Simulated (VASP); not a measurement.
# HfSi2 (Cmcm) in VASP: further runs

HfSi2 is run at these levels: PBE; tasks: single point.

Program: VASP 6.6.1. These are calculated values, not measurements. Logs are shortened: lines on timing, memory, paths and dates and some standing lists are left out, and cuts for length are marked.

**1. The cell of the first run**

The structure is orthorhombic, space group Cmcm (No. 63). Conventional cell: a = 3.661 Å, b = 14.540 Å, c = 3.659 Å, α = 90.00°, β = 90.00°, γ = 90.00°. Within 3.7 Å of Hf (site symmetry m2m) lie 10 Si at 2.69 to 2.96 Å and 6 Hf at 3.57 to 3.66 Å. Within 3.2 Å of Si (site symmetry m2m) lie 2 Si at 2.42 Å and 6 Hf at 2.69 to 2.96 Å. Within 3.4 Å of Si (site symmetry m2m) lie 8 Si at 2.59 to 3.39 Å and 4 Hf at 2.79 Å.

**2. Single point, PBE, non-collinear spin, zero start, spin-orbit coupling**

INCAR

```
ALGO = Normal
EDIFF = 1E-6
ENCUT = 500
GGA = PE
GGA_COMPAT = F
ISIF = 2
ISMEAR = 0
LASPH = T
LCHARG = F
LMAXMIX = 4
LORBIT = 11
LORBMOM = T
LREAL = F
LSORBIT = T
LWAVE = F
MAGMOM = 0 0 0 0 0 0 0 0 0 0 0 0 0 0 0 0 0 0
NBANDS = 52
NELM = 200
PREC = Accurate
SIGMA = 0.05
```

KPOINTS

```
k-points
0
Gamma
  6 6 6
```

POSCAR

```
HfSi2
1.0
    1.8305822397     -7.2700961312      0.0000000000
    1.8305822397      7.2700961312      0.0000000000
    0.0000000000      0.0000000000      3.6592604413
Hf Si
2 4
Direct
    0.6052735625      0.3947264375      0.2500000000
    0.3947264375      0.6052735625      0.7500000000
    0.9457229409      0.0542770591      0.2500000000
    0.0542770591      0.9457229409      0.7500000000
    0.2501556423      0.7498443577      0.2500000000
    0.7498443577      0.2501556423      0.7500000000
```

Potentials or basis: VASP PAW PBE potentials, release 64 (Hf_pv, Si).

Command:

```bash
> cat potpaw_PBE.64/Hf_pv/POTCAR potpaw_PBE.64/Si/POTCAR > POTCAR
> mpirun -np 1 vasp_ncl > vasp.out
```

OUTCAR:

```text
EDIFF = 1E-6
   ENCUT = 500
   GGA = PE
   ISIF = 2
   ISMEAR = 0
   LASPH = T
   LORBIT = 11
   LREAL = F
   LSORBIT = T
   NELM = 200
   PREC = Accurate

 ion  position               nearest neighbor table
   1  0.605  0.395  0.250-   4 2.69   4 2.69   4 2.69   4 2.69   6 2.79   6 2.79   5 2.79   5 2.79
                             3 2.96   3 2.96   2 3.57   2 3.57
   2  0.395  0.605  0.750-   3 2.69   3 2.69   3 2.69   3 2.69   5 2.79   5 2.79   6 2.79   6 2.79
                             4 2.96   4 2.96   1 3.57   1 3.57
   3  0.946  0.054  0.250-   4 2.42   4 2.42   2 2.69   2 2.69   2 2.69   2 2.69   1 2.96   1 2.96

   4  0.054  0.946  0.750-   3 2.42   3 2.42   1 2.69   1 2.69   1 2.69   1 2.69   2 2.96   2 2.96

   5  0.250  0.750  0.250-   6 2.59   6 2.59   6 2.59   6 2.59   2 2.79   2 2.79   1 2.79   1 2.79

   6  0.750  0.250  0.750-   5 2.59   5 2.59   5 2.59   5 2.59   1 2.79   1 2.79   2 2.79   2 2.79

  LATTYP: Found a base centered orthorhombic cell.
 ALAT       =     3.6611644794
 B/A-ratio  =     3.9714665496
 C/A-ratio  =     0.9994799365

  Lattice vectors:

 A1 = (   1.8305822397,  -7.2700961312,   0.0000000000)
 A2 = (   1.8305822397,   7.2700961312,   0.0000000000)
 A3 = (   0.0000000000,   0.0000000000,   3.6592604413)

Analysis of symmetry for initial positions (statically):
=====================================================================
 Subroutine PRICEL returns:
 Original cell was already a primitive cell.

 Routine SETGRP: Setting up the symmetry group for a
 base centered orthorhombic supercell.

 Subroutine GETGRP returns: Found  8 space group operations
 (whereof  4 operations were pure point group operations)
 out of a pool of  8 trial point group operations.

The static configuration has the point symmetry C_2h.
 The point group associated with its full space group is D_2h.

Analysis of symmetry for dynamics (positions and initial velocities):
=====================================================================
 Subroutine PRICEL returns:
 Original cell was already a primitive cell.

 Routine SETGRP: Setting up the symmetry group for a
 base centered orthorhombic supercell.

 Subroutine GETGRP returns: Found  8 space group operations
 (whereof  4 operations were pure point group operations)
 out of a pool of  8 trial point group operations.

The dynamic configuration has the point symmetry C_2h.
 The point group associated with its full space group is D_2h.

Analysis of structural, dynamic, and magnetic symmetry:
=====================================================================
 Subroutine PRICEL returns:
 Original cell was already a primitive cell.

 Routine SETGRP: Setting up the symmetry group for a
 base centered orthorhombic supercell.

 Subroutine GETGRP returns: Found  8 space group operations
 (whereof  4 operations were pure point group operations)
 out of a pool of  8 trial point group operations.

The overall configuration has the point symmetry C_2h.
 The point group associated with its full space group is D_2h.

 Subroutine INISYM returns: Found  8 space group operations
 (whereof  4 operations are pure point group operations),
 and found     1 'primitive' translations

----------------------------------------------------------------------------------------

                                     Primitive cell

  volume of cell :      97.3986

  direct lattice vectors                    reciprocal lattice vectors
     1.830582240 -7.270096131  0.000000000     0.273137141 -0.068774882  0.000000000
     1.830582240  7.270096131  0.000000000     0.273137141  0.068774882  0.000000000
     0.000000000  0.000000000  3.659260441     0.000000000  0.000000000  0.273279264

  length of vectors
     7.497021348  7.497021348  3.659260441     0.281662710  0.281662710  0.273279264

  position of ions in fractional coordinates (direct lattice)
     0.605273563  0.394726437  0.250000000
     0.394726437  0.605273563  0.750000000
     0.945722941  0.054277059  0.250000000
     0.054277059  0.945722941  0.750000000
     0.250155642  0.749844358  0.250000000
     0.749844358  0.250155642  0.750000000

  ion indices of the primitive-cell ions
   primitive index   ion index
                 1           1
                 2           2
                 3           3
                 4           4
                 5           5
                 6           6

----------------------------------------------------------------------------------------

 KPOINTS: k-points

Automatic generation of k-mesh.
 Grid dimensions read from file:
 generate k-points for:    6    6    6

 Generating k-lattice:

  Cartesian coordinates                     Fractional coordinates (reciprocal lattice)
     0.045522857 -0.011462480  0.000000000     0.166666667  0.000000000  0.000000000
[... 93 lines left out ...]
 maximum number of plane-waves:      4984
 NGX is ok and might be reduce to    56
   NGX = 27   NGY = 27   NGZ = 13

 number of electron      35.9999997 magnetization       0.0000000      0.0000000      0.0000000

 number of electron      35.9999997 magnetization      -0.0000000      0.0000000      0.0000000

 number of electron      35.9999997 magnetization      -0.0000000     -0.0000000     -0.0000000

 number of electron      35.9999997 magnetization       0.0000000     -0.0000000     -0.0000000

 Free energy of the ion-electron system (eV)
  ---------------------------------------------------
  ext. energy  EPLUGINS =         0.00000000
  ---------------------------------------------------
  free energy    TOTEN  =       -46.27664996 eV

  energy without entropy =      -46.27388175  energy(sigma->0) =      -46.27526585

 E-fermi :   8.4587     XC(G=0): -11.4034

 val. band max:        8.4557882974   @ k =   0.5000   0.3333   0.0000
 cond. band min:       8.4660727277   @ k =  -0.3333   0.3333   0.5000
 fundamental gap:      0.0102844303
 Fermi energy:         8.4587452548

 k-point     1 :       0.0000    0.0000    0.0000
  band No.  band energies     occupation
      1     -27.0487      1.00000
      2     -27.0487      1.00000
      3     -27.0231      1.00000
      4     -27.0231      1.00000
      5     -20.2078      1.00000
      6     -20.2078      1.00000
[... 1213 lines left out ...]
     47      11.9159      0.00000
     48      11.9159      0.00000

 [... further k-points ...]

 [bands above 48 left out]

------------------------ aborting loop because EDIFF is reached ----------------------------------------

  FORCE on cell =-STRESS in cart. coord.  units (eV):
  Direction    XX          YY          ZZ          XY          YZ          ZX
  --------------------------------------------------------------------------------------
  -------------------------------------------------------------------------------------
  Total        1.6224859      0.5203611      0.3058488      0.0000000      0.0000000      0.0000000
  in kB       26.6893997      8.5597814      5.0311194      0.0000000      0.0000000      0.0000000
  external PRESSURE =      13.4267668 kB  Pullay stress =       0.0000000 kB

 VOLUME and BASIS-vectors are now :
 -----------------------------------------------------------------------------
  energy-cutoff  :      500.00
  volume of cell :       97.40
      direct lattice vectors                 reciprocal lattice vectors
     1.830582240 -7.270096131  0.000000000     0.273137141 -0.068774882  0.000000000
     1.830582240  7.270096131  0.000000000     0.273137141  0.068774882  0.000000000
     0.000000000  0.000000000  3.659260441     0.000000000  0.000000000  0.273279264

 POSITION                                       TOTAL-FORCE (eV/Angst)
 -----------------------------------------------------------------------------------
      1.83058     -1.53070      0.91482         0.000000      0.072894     -0.000000
      1.83058      1.53070      2.74445         0.000000     -0.072894     -0.000000
      1.83058     -6.48090      0.91482         0.000000     -0.017806      0.000000
      1.83058      6.48090      2.74445         0.000000      0.017806     -0.000000
      1.83058      3.63278      0.91482         0.000000     -0.003872      0.000000
      1.83058     -3.63278      2.74445         0.000000      0.003872      0.000000
 -----------------------------------------------------------------------------------
    total drift:                               -0.000000      0.000000      0.000000

  FREE ENERGIE OF THE ION-ELECTRON SYSTEM (eV)
  ---------------------------------------------------
  free  energy   TOTEN  =       -46.2766499568 eV

  energy  without entropy=      -46.2738817488  energy(sigma->0) =      -46.27526585

 orbital moment (x)

 # of ion     p       d       tot
 ----------------------------------------
  1         0.000   0.000   0.000
  2         0.000   0.000   0.000
  3         0.000   0.000   0.000
  4         0.000   0.000   0.000
  5         0.000   0.000   0.000
  6         0.000   0.000   0.000
 ----------------------------------------
            0.000   0.000   0.000

 orbital moment (y)

 # of ion     p       d       tot
 ----------------------------------------
  1         0.000   0.000   0.000
  2         0.000   0.000   0.000
  3         0.000   0.000   0.000
  4        -0.000   0.000  -0.000
  5        -0.000   0.000  -0.000
  6         0.000   0.000   0.000
 ----------------------------------------
           -0.000   0.000   0.000

 orbital moment (z)

 # of ion     p       d       tot
 ----------------------------------------
  1         0.000   0.000   0.000
  2         0.000   0.000   0.000
  3         0.000   0.000   0.000
  4         0.000   0.000   0.000
  5         0.000   0.000   0.000
  6         0.000   0.000   0.000
 ----------------------------------------
            0.000   0.000   0.000

 Spin-Orbit-Coupling matrix elements

 Ion:    1  E_soc:     -1.3457331
 l=   1
     0.0000000    -0.2153225    -0.2150395
    -0.2153225     0.0000000    -0.2155241
    -0.2150395    -0.2155241     0.0000000
 l=   2
     0.0000000    -0.0018038     0.0000000    -0.0018772    -0.0070008
    -0.0018038     0.0000000    -0.0054475    -0.0018838    -0.0018191
     0.0000000    -0.0054475     0.0000000    -0.0053920     0.0000000
    -0.0018772    -0.0018838    -0.0053920     0.0000000    -0.0017563
    -0.0070008    -0.0018191     0.0000000    -0.0017563     0.0000000
 l=   3
     0.0000000     0.0000000     0.0000000     0.0000000     0.0000000     0.0000000     0.0000000
     0.0000000     0.0000000     0.0000000     0.0000000     0.0000000     0.0000000     0.0000000
     0.0000000     0.0000000     0.0000000     0.0000000     0.0000000     0.0000000     0.0000000
     0.0000000     0.0000000     0.0000000     0.0000000     0.0000000     0.0000000     0.0000000
[... 89 lines left out ...]
 l=   2
     0.0000000     0.0000000     0.0000000     0.0000000     0.0000000
     0.0000000     0.0000000     0.0000000     0.0000000     0.0000000
     0.0000000     0.0000000     0.0000000     0.0000000     0.0000000
     0.0000000     0.0000000     0.0000000     0.0000000     0.0000000
     0.0000000     0.0000000     0.0000000     0.0000000     0.0000000
 l=   3
     0.0000000     0.0000000     0.0000000     0.0000000     0.0000000     0.0000000     0.0000000
     0.0000000     0.0000000     0.0000000     0.0000000     0.0000000     0.0000000     0.0000000
     0.0000000     0.0000000     0.0000000     0.0000000     0.0000000     0.0000000     0.0000000
     0.0000000     0.0000000     0.0000000     0.0000000     0.0000000     0.0000000     0.0000000
     0.0000000     0.0000000     0.0000000     0.0000000     0.0000000     0.0000000     0.0000000
     0.0000000     0.0000000     0.0000000     0.0000000     0.0000000     0.0000000     0.0000000
     0.0000000     0.0000000     0.0000000     0.0000000     0.0000000     0.0000000     0.0000000

 total charge

# of ion       s       p       d       tot
------------------------------------------
    1        0.281   6.482   1.806   8.569
    2        0.281   6.482   1.806   8.569
    3        0.770   0.931   0.000   1.702
    4        0.770   0.931   0.000   1.702
    5        0.756   0.870   0.000   1.626
    6        0.756   0.870   0.000   1.626
--------------------------------------------------
tot          3.613  16.567   3.612  23.792

 magnetization (x)

# of ion       s       p       d       tot
------------------------------------------
    1        0.000   0.000   0.000   0.000
    2        0.000   0.000   0.000   0.000
    3        0.000   0.000   0.000   0.000
    4        0.000   0.000   0.000   0.000
    5        0.000   0.000   0.000   0.000
    6        0.000   0.000   0.000   0.000
--------------------------------------------------
tot          0.000   0.000   0.000   0.000

 magnetization (y)

# of ion       s       p       d       tot
------------------------------------------
    1        0.000   0.000   0.000   0.000
    2        0.000   0.000   0.000   0.000
    3        0.000   0.000   0.000   0.000
    4        0.000   0.000   0.000   0.000
    5        0.000   0.000   0.000   0.000
    6        0.000   0.000   0.000   0.000
--------------------------------------------------
tot          0.000   0.000   0.000   0.000

 magnetization (z)

# of ion       s       p       d       tot
------------------------------------------
    1        0.000   0.000   0.000   0.000
    2        0.000   0.000   0.000   0.000
    3        0.000   0.000   0.000   0.000
    4        0.000   0.000   0.000   0.000
    5        0.000   0.000   0.000   0.000
    6        0.000   0.000   0.000   0.000
--------------------------------------------------
tot          0.000   0.000   0.000   0.000
```

Wall time 8.7 min (1 thread of Intel Xeon 6975P-C (Granite Rapids), shared host); peak memory 0.81 GiB.

What came out:

- Free energy: -46.2766 eV
- Pressure: 1.3 GPa
- Largest force: 0.073 eV/Å
- Net moment: 0.00 μB per cell
- Valence electrons inside the program's atomic spheres: Hf 8.57; Si 1.70, 1.63 (each value once)

Forces in eV/Å, atoms in the order of the input:
```
Hf   0.000  0.073  0.000
Hf   0.000 -0.073  0.000
Si   0.000 -0.018  0.000
Si   0.000  0.018  0.000
Si   0.000 -0.004  0.000
Si   0.000  0.004  0.000
```

Moments on the atoms (μB; x, y, z):
```
Hf  0.00 0.00 0.00
Hf  0.00 0.00 0.00
Si  0.00 0.00 0.00
Si  0.00 0.00 0.00
Si  0.00 0.00 0.00
Si  0.00 0.00 0.00
```

**3. Single point, PBE, non-collinear spin, zero start, spin-orbit coupling**

INCAR

```
  ALGO = Normal
  EDIFF = 1E-6
  ENCUT = 500
  GGA = PE
  GGA_COMPAT = F
  ISIF = 2
  ISMEAR = 0
  KPAR = 4
  LASPH = T
  LCHARG = F
  LMAXMIX = 4
  LORBIT = 11
  LORBMOM = T
  LREAL = F
  LSORBIT = T
  LWAVE = F
  MAGMOM = 0 0 0 0 0 0 0 0 0 0 0 0 0 0 0 0 0 0
  NBANDS = 52
  NELM = 200
  PREC = Accurate
  SIGMA = 0.05
```

KPOINTS

```
k-points
0
Gamma
  8 8 8
```

POSCAR is that of step 2.

Potentials or basis: VASP PAW PBE potentials, release 64 (Hf_pv, Si).

Command:

```bash
> cat potpaw_PBE.64/Hf_pv/POTCAR potpaw_PBE.64/Si/POTCAR > POTCAR
> mpirun -np 4 vasp_ncl > vasp.out
```

It took 5.5 min on 4 MPI ranks of Intel Xeon Platinum 8488C (Sapphire Rapids), shared host; peak memory 1.1 GiB.

Results (log left out):

| Property | Result |
| --- | --- |
| Free energy | -46.2820 eV |
| Pressure | 1.2 GPa |
| Largest force | 0.011 eV/Å |
| Net moment | 0.00 μB per cell |
| Valence electrons inside the program's atomic spheres | Hf 8.57; Si 1.70, 1.62 (each value once) |

Forces on the atoms (eV/Å):
```
Hf   0.000  0.001  0.000
Hf   0.000 -0.001  0.000
Si   0.000 -0.009  0.000
Si   0.000  0.009  0.000
Si   0.000  0.011  0.000
Si   0.000 -0.011  0.000
```

Moments on the atoms (μB; x, y, z):
```
Hf  0.00 0.00 0.00
Hf  0.00 0.00 0.00
Si  0.00 0.00 0.00
Si  0.00 0.00 0.00
Si  0.00 0.00 0.00
Si  0.00 0.00 0.00
```
